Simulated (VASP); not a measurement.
# C (P-1) in VASP: a series of runs

Runs on C. Level: PBE+D3(BJ). Tasks: single point.

Program: VASP 6.6.1. These are calculated values, not measurements. Logs are shortened: lines on timing, memory, paths and dates and some standing lists are left out, and cuts for length are marked.

### Step 1. The cell of the first run

The typed cell holds 10 atoms: a = 3.650 Å, b = 2.465 Å, c = 11.651 Å, α = 103.25°, β = 76.90°, γ = 90.00°.

### Step 2. Single point, PBE+D3(BJ) (the part above a cut slid along it)

Contents of INCAR:

```
SYSTEM = C
ALGO = Normal ; EDIFF = 1E-7
ENCUT = 520 ; GGA = PE
ISIF = 2 ; ISMEAR = 0
IVDW = 12 ; LASPH = .TRUE.
LCHARG = .TRUE. ; LELF = .TRUE.
LREAL = .FALSE. ; LVHAR = .TRUE.
LWAVE = .FALSE. ; NBANDS = 31
NELM = 80 ; PREC = Accurate
SIGMA = 0.05
```

Contents of KPOINTS:

```
k-points
0
G
  7 11 3
  0 0 0
```

Contents of POSCAR:

```
C
1.0
    0.0000000000      1.4231666446     -3.3613878322
   -2.4649969361      0.0000000000      0.0000000000
    2.6704133475     11.1858015879      1.8684365098
C
10
Direct
    0.1295233940      0.4367072669      0.7723451695
    0.7332241008      0.6643367584      0.0593877770
    0.8322989241      0.3574293856      0.2376271251
   -0.0686262526      1.0505220127      0.4158664732
    0.0304485707      0.7436146398      0.5941058214
    0.7658507225      0.2287558687      0.1188515711
   -0.1350744543      0.9218484958      0.2970909192
   -0.0359996310      0.6149411229      0.4753302673
    0.0630751923      1.3080337500      0.6535696154
    0.1621500156      1.0011263771      0.8318089635
```

Potentials or basis: VASP PAW PBE potentials, release 64 (C).

Command:

```
$ cat potpaw_PBE.64/C/POTCAR > POTCAR
$ mpirun -np 1 vasp_std > vasp.out
```

OUTCAR:

```text
SYSTEM = C
   EDIFF = 1E-7
   ENCUT = 520
   GGA = PE
   ISIF = 2
   ISMEAR = 0
   IVDW = 12
   LASPH = .TRUE.
   LREAL = .FALSE.
   NELM = 80
   PREC = Accurate
 IVDW          = 12

 ion  position               nearest neighbor table
   1  0.130  0.437  0.772-  10 1.42  10 1.42   9 1.42
   2  0.733  0.664  0.059-   6 1.42   6 1.42
   3  0.832  0.357  0.238-   7 1.42   7 1.42   6 1.42
   4  0.931  0.051  0.416-   8 1.42   8 1.42   7 1.42
   5  0.030  0.744  0.594-   9 1.42   9 1.42   8 1.42
   6  0.766  0.229  0.119-   2 1.42   2 1.42   3 1.42
   7  0.865  0.922  0.297-   3 1.42   3 1.42   4 1.42
   8  0.964  0.615  0.475-   4 1.42   4 1.42   5 1.42
   9  0.063  0.308  0.654-   5 1.42   5 1.42   1 1.42
  10  0.162  0.001  0.832-   1 1.42   1 1.42

  LATTYP: Found a triclinic cell.
 ALAT       =     4.4046045625
 B/A-ratio  =     0.5596409169
 C/A-ratio  =     2.5148925056
 COS(alpha) =     0.0185442292
 COS(beta)  =     0.0859179873
 COS(gamma) =     0.5596409169

  Lattice vectors:

 A1 = (   2.4649969361,  -1.4231666446,   3.3613878322)
 A2 = (   2.4649969361,   0.0000000000,   0.0000000000)
 A3 = (   0.2054164114,   9.7626349433,   5.2298243420)

Analysis of symmetry for initial positions (statically):
=====================================================================
 Subroutine PRICEL returns:
 Original cell was already a primitive cell.

 Routine SETGRP: Setting up the symmetry group for a
 triclinic supercell.

 Subroutine GETGRP returns: Found  2 space group operations
 (whereof  1 operations were pure point group operations)
 out of a pool of  2 trial point group operations.

The static configuration has the point symmetry C_1 .
 The point group associated with its full space group is S_2 .

Analysis of symmetry for dynamics (positions and initial velocities):
=====================================================================
 Subroutine PRICEL returns:
 Original cell was already a primitive cell.

 Routine SETGRP: Setting up the symmetry group for a
 triclinic supercell.

 Subroutine GETGRP returns: Found  2 space group operations
 (whereof  1 operations were pure point group operations)
 out of a pool of  2 trial point group operations.

The dynamic configuration has the point symmetry C_1 .
[... 120 lines left out ...]
   IBRION =     -1    ionic relax: 0-MD 1-quasi-New 2-CG
   NFREE  =      0    steps in history (QN), initial steepest desc. (CG)
   ISIF   =      2    stress and relaxation
   ISYM   =      2    0-nonsym 1-usesym 2-fastsym
   POTIM  = 0.5000    time-step for ionic-motion
   TEBEG  =    0.0;   TEEND  =   0.0 temperature during run
   PSTRESS=    0.0 pullay stress
   NELECT =      40.0000    total number of electrons
   NUPDOWN=      -1.0000    fix difference up-down
   EMIN   =  10.00;   EMAX   =-10.00  energy-range for DOS
   EFERMI =   0.00;   METHOD = LEGACY
   ISMEAR =     0;   SIGMA  =   0.05  broadening in eV -4-tet -1-fermi 0-gaus
   EFERMI_NEDOS =   21; number of points for ismear=-14 and -15
   IALGO  =     38    algorithm
   IMIX   =      4    mixing-type and parameters
     AMIX     =   0.40;   BMIX     =  1.00
     AMIX_MAG =   1.60;   BMIX_MAG =  1.00
  volume/ion in A,a.u.               =       9.92        66.97
  Fermi-wavevector in a.u.,A,eV,Ry     =   1.209304  2.285252 19.897367  1.462415
  Thomas-Fermi vector in A             =   2.344885
   LORBIT       =      0    0 simple, 1 ext, 2 COOP (PROOUT), +10 PAW based schemes
   GGA     = PE    functional components
   LHFCALC =     F    Hartree Fock is set to
   AEXX    =    0.0000 exact exchange contribution
   IVDW    =    12    specifies the selected vdW correction
   LEPSILON=     F    determine dielectric tensor
   LRPA    =     F    only Hartree local field effects (RPA)
 non-spin polarized calculation
 Gauss-broadening in eV      SIGMA  =   0.05
  energy-cutoff  :      520.00
  volume of cell :       99.24
 maximum number of plane-waves:      2700
   NGX = 13   NGY =  9   NGZ = 43

 number of electron      39.9999999 magnetization

 Free energy of the ion-electron system (eV)
  ---------------------------------------------------
  ext. energy  EPLUGINS =         0.00000000
  ---------------------------------------------------
  free energy    TOTEN  =       -86.13753324 eV

  energy without entropy =      -86.13707189  energy(sigma->0) =      -86.13730257

 E-fermi :   3.1356     XC(G=0):  -9.7921

 val. band max:        3.1062949300   @ k =   0.1429   0.3636  -0.0000
 cond. band min:       3.1790216771   @ k =   0.1429   0.3636  -0.0000
 fundamental gap:      0.0727267471
 Fermi energy:         3.1356252451

 k-point     1 :       0.0000    0.0000    0.0000
  band No.  band energies     occupation
      1     -16.1344      2.00000
      2     -15.3648      2.00000
      3     -14.2726      2.00000
      4     -12.6991      2.00000
      5     -11.3174      2.00000
      6      -8.3283      2.00000
[... 805 lines left out ...]
     30      12.3737      0.00000
     31      13.0356      0.00000

 [... further k-points ...]

------------------------ aborting loop because EDIFF is reached ----------------------------------------

 Edisp (eV)   -1.46424

 E8    (eV) :    -0.4155

  FORCE on cell =-STRESS in cart. coord.  units (eV):
  Direction    XX          YY          ZZ          XY          YZ          ZX
  --------------------------------------------------------------------------------------
  -------------------------------------------------------------------------------------
  Total      -1.67477    -0.18448    -1.55696     0.69929    -0.53155     0.59997
  in kB     -27.03882    -2.97838   -25.13681    11.28990    -8.58174     9.68636
  external pressure =      -18.38 kB  Pullay stress =        0.00 kB

 VOLUME and BASIS-vectors are now :
 -----------------------------------------------------------------------------
  energy-cutoff  :      520.00
  volume of cell :       99.24
      direct lattice vectors                 reciprocal lattice vectors
     0.000000000  1.423166645 -3.361387832     0.000000000  0.046410505 -0.277846581
    -2.464996936  0.000000000  0.000000000    -0.405680017  0.090452105  0.038296211
     2.670413347 11.185801588  1.868436510     0.000000000  0.083494250  0.035350349

 POSITION                                       TOTAL-FORCE (eV/Angst)
 -----------------------------------------------------------------------------------
      0.98600      8.82363      1.00770         0.056846      2.073216      0.146209
     -1.47900      1.70780     -2.35369         0.328723      0.928487     -1.015319
     -0.24650      3.84255     -2.35369         0.039707      0.670684      0.397429
      0.98600      5.97730     -2.35369         0.005213      0.092100     -0.043904
     -0.24650      6.68888      1.00770         0.004792      0.090483      0.026978
     -0.24650      2.41938     -2.35225        -0.056846     -2.073216     -0.146209
     -1.47900      4.55413     -2.35225        -0.004792     -0.090483     -0.026978
     -0.24650      6.68888     -2.35225        -0.005213     -0.092100      0.043904
      0.98600      7.40047      1.00913        -0.039707     -0.670684     -0.397429
      2.21850      9.53522      1.00913        -0.328723     -0.928487      1.015319
 -----------------------------------------------------------------------------------
    total drift:                               -0.000009      0.000012      0.000009

  FREE ENERGIE OF THE ION-ELECTRON SYSTEM (eV)
  ---------------------------------------------------
  free  energy   TOTEN  =       -87.6017754101 eV

  energy  without entropy=      -87.6013140608  energy(sigma->0) =      -87.60154474
```

stdout:

```text
POSCAR found type information on POSCAR C
 POSCAR found :  1 types and      10 ions
 scaLAPACK will be used
 LDA part: xc-table for (Slater+PW92), standard interpolation
 POSCAR, INCAR and KPOINTS ok, starting setup
 FFT: planning ... GRIDC
 FFT: planning ... GRID_SOFT
 FFT: planning ... GRID
 WAVECAR not read
 entering main loop
```

Wall time 8.5 min (1 thread of Intel Xeon 8259CL, shared host); peak memory 0.36 GiB.

What came out:

| Item | Value |
| --- | --- |
| Free energy | -87.6018 eV |
| Pressure | -1.8 GPa |
| Largest force | 2.079 eV/Å |
| Dispersion energy per atom | -0.146 eV |

Forces in eV/Å, atoms in the order of the input:
```
C    0.057  2.073  0.146
C    0.329  0.928 -1.015
C    0.040  0.671  0.397
C    0.005  0.092 -0.044
C    0.005  0.090  0.027
C   -0.057 -2.073 -0.146
C   -0.005 -0.090 -0.027
C   -0.005 -0.092  0.044
C   -0.040 -0.671 -0.397
C   -0.329 -0.928  1.015
```

Caveat: the cell differs from its parent crystal (the part above a cut slid along it); forces of over 1 eV/Å act on the atoms, so gaps and moduli don't describe the material at rest.

### Step 3. Single point, PBE+D3(BJ) (the part above a cut slid along it)

Contents of INCAR:

```
PREC = Accurate ; ENCUT = 520
EDIFF = 1E-7 ; ISMEAR = 0
SIGMA = 0.05 ; LREAL = False
LASPH = True ; NELM = 60
ALGO = Normal ; ISIF = 2
LWAVE = False ; LCHARG = True
GGA = PE ; IVDW = 12
LELF = True ; LVHAR = True
NBANDS = 31
```

Contents of KPOINTS:

```
Automatic mesh
0
Gamma
  7 11 3
```

Contents of POSCAR:

```
C
1.0
    0.0000000000      1.4231666446     -3.3613878322
   -2.4649969361      0.0000000000      0.0000000000
    2.2595805248     10.9486071472      2.4286678151
C
10
Direct
    0.2582475889      0.3079830720      0.7723451695
    0.7431220637      0.6544387956      0.0593877770
    0.8719034450      0.3178248647      0.2376271251
    0.0006848263      0.9812109338      0.4158664732
    0.1294662076      0.6445970029      0.5941058214
    0.7856593176      0.2089472735      0.1188515711
   -0.0855593011      0.8723333426      0.2970909192
    0.0432220802      0.5357194117      0.4753302673
    0.1720034616      1.1991054808      0.6535696154
    0.3007848429      0.8624915499      0.8318089635
```

Potentials or basis: VASP PAW PBE potentials, release 64 (C).

Command:

```
$ cat potpaw_PBE.64/C/POTCAR > POTCAR
$ mpirun -np 1 vasp_std > vasp.out
```

OUTCAR:

```text
PREC = Accurate
   ENCUT = 520
   EDIFF = 1E-7
   ISMEAR = 0
   LREAL = False
   LASPH = True
   NELM = 60
   ISIF = 2
   GGA = PE
   IVDW = 12
 IVDW          = 12

 ion  position               nearest neighbor table
   1  0.258  0.308  0.772-  10 1.42  10 1.42   9 1.42
   2  0.743  0.654  0.059-   6 1.42   6 1.42
   3  0.872  0.318  0.238-   7 1.42   7 1.42   6 1.42
[... 1049 lines left out ...]
  Total      -1.47183    -1.63825    -0.44049    -0.33496     0.36247    -0.23436
  in kB     -23.76237   -26.44913    -7.11159    -5.40779     5.85206    -3.78367
  external pressure =      -19.11 kB  Pullay stress =        0.00 kB

 VOLUME and BASIS-vectors are now :
 -----------------------------------------------------------------------------
  energy-cutoff  :      520.00
  volume of cell :       99.24
      direct lattice vectors                 reciprocal lattice vectors
     0.000000000  1.423166645 -3.361387832     0.000000000  0.060326213 -0.271954857
    -2.464996936  0.000000000  0.000000000    -0.405680017  0.076536396  0.032404486
     2.259580525 10.948607147  2.428667815     0.000000000  0.083494250  0.035350349

 POSITION                                       TOTAL-FORCE (eV/Angst)
 -----------------------------------------------------------------------------------
      0.98600      8.82363      1.00770        -0.025587      2.354338     -0.002072
     -1.47900      1.70780     -2.35369        -0.148860      0.886505     -0.008479
     -0.24650      3.84255     -2.35369        -0.018760      0.701847      0.037242
     -1.47900      4.55413      1.00770        -0.003310      0.099800      0.013955
     -0.24650      6.68888      1.00770        -0.003010      0.103045      0.018394
     -0.24650      2.41938     -2.35225         0.025587     -2.354338      0.002072
     -1.47900      4.55413     -2.35225         0.003010     -0.103045     -0.018394
     -0.24650      5.26572      1.00913         0.003310     -0.099800     -0.013955
      0.98600      7.40047      1.00913         0.018760     -0.701847     -0.037242
     -0.24650      9.53522      1.00913         0.148860     -0.886505      0.008479
 -----------------------------------------------------------------------------------
    total drift:                                0.000028      0.000025      0.000004

  FREE ENERGIE OF THE ION-ELECTRON SYSTEM (eV)
  ---------------------------------------------------
  free  energy   TOTEN  =       -87.4700515437 eV

  energy  without entropy=      -87.4677865164  energy(sigma->0) =      -87.46891903
```

OSZICAR:

```text
N       E                     dE             d eps       ncg     rms          rms(c)
DAV:   1     0.143926442992E+03    0.14393E+03   -0.20197E+04  7192   0.118E+03
DAV:   2    -0.791540277520E+02   -0.22308E+03   -0.21457E+03  9158   0.251E+02
DAV:   3    -0.912047317748E+02   -0.12051E+02   -0.11951E+02  9264   0.571E+01
DAV:   4    -0.913779504315E+02   -0.17322E+00   -0.17292E+00  9721   0.767E+00
DAV:   5    -0.913817986679E+02   -0.38482E-02   -0.38472E-02  9355   0.108E+00    0.138E+01
DAV:   6    -0.872332730103E+02    0.41485E+01   -0.44364E+00  8791   0.919E+00    0.794E+00
DAV:   7    -0.859858292385E+02    0.12474E+01   -0.40809E+00  8960   0.888E+00    0.222E+00
DAV:   8    -0.860030985772E+02   -0.17269E-01   -0.13622E-01  8888   0.174E+00    0.836E-01
DAV:   9    -0.860040805793E+02   -0.98200E-03   -0.23361E-02  8916   0.703E-01    0.165E-01
DAV:  10    -0.860044539432E+02   -0.37336E-03   -0.24840E-03  9222   0.229E-01    0.639E-02
DAV:  11    -0.860046767992E+02   -0.22286E-03   -0.29506E-04  9067   0.917E-02    0.277E-02
DAV:  12    -0.860047326997E+02   -0.55901E-04   -0.67381E-05  8873   0.472E-02    0.562E-03
DAV:  13    -0.860047335579E+02   -0.85811E-06   -0.56666E-06  9545   0.125E-02    0.312E-03
DAV:  14    -0.860047338613E+02   -0.30341E-06   -0.13139E-06  9071   0.598E-03    0.139E-03
DAV:  15    -0.860047336848E+02    0.17646E-06   -0.20137E-07  7619   0.251E-03    0.489E-04
DAV:  16    -0.860047336374E+02    0.47403E-07   -0.24077E-08  5920   0.101E-03
   1 F= -.87470052E+02 E0= -.87468919E+02  d E =-.226503E-02
```

stdout:

```text
POSCAR found type information on POSCAR C
 POSCAR found :  1 types and      10 ions
 scaLAPACK will be used
 LDA part: xc-table for (Slater+PW92), standard interpolation
 POSCAR, INCAR and KPOINTS ok, starting setup
 FFT: planning ... GRIDC
 FFT: planning ... GRID_SOFT
 FFT: planning ... GRID
 WAVECAR not read
 entering main loop
```

Run time: 8.9 min. Hardware: 1 thread of Intel Xeon 8259CL, shared host; peak memory 0.36 GiB.

What came out:

| Property | Result |
| --- | --- |
| Free energy | -87.4701 eV |
| Pressure | -1.9 GPa |
| Largest force | 2.354 eV/Å |
| Dispersion energy per atom | -0.147 eV |

Forces in eV/Å, atoms in the order of the input:
```
C   -0.026  2.354 -0.002
C   -0.149  0.887 -0.008
C   -0.019  0.702  0.037
C   -0.003  0.100  0.014
C   -0.003  0.103  0.018
C    0.026 -2.354  0.002
C    0.003 -0.103 -0.018
C    0.003 -0.100 -0.014
C    0.019 -0.702 -0.037
C    0.149 -0.887  0.008
```

Caveat: the cell differs from its parent crystal (the part above a cut slid along it); forces of over 1 eV/Å act on the atoms, so gaps and moduli don't describe the material at rest.
